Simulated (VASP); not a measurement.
Input of a VASP 6.6.1 run:

INCAR

```
PREC = Accurate
ENCUT = 520
EDIFF = 1E-6
ISMEAR = -1
SIGMA = 0.04
LREAL = F
LASPH = T
NELM = 60
ALGO = Normal
ISIF = 2
LWAVE = F
LCHARG = F
GGA = PE
NBANDS = 16
```

Contents of KPOINTS:

```
regular mesh
0
Gamma
  4 4 4
```

The input POSCAR:

```
GaP
1.0
    0.0000000000      2.7252500000      2.7252500000
    2.7252500000      0.0000000000      2.7252500000
    2.7252500000      2.7252500000      0.0000000000
Ga P
1 1
Direct
    0.0000000000      0.0000000000      0.0000000000
    0.7500000000      0.7500000000      0.7500000000
```

Potentials or basis: VASP PAW PBE potentials, release 64 (Ga_d, P).

Launch:

```sh
$ cat potpaw_PBE.64/Ga_d/POTCAR potpaw_PBE.64/P/POTCAR > POTCAR
$ mpirun -np 1 vasp_std > vasp.out
```

What does it give for the pressure?

2.8 GPa.

What does it give for the band gap on the k mesh?

1.63 eV (least direct gap 1.82 eV).

Caveat: the k points lie up to 0.50 Å⁻¹ apart. A k mesh can miss the band edges.
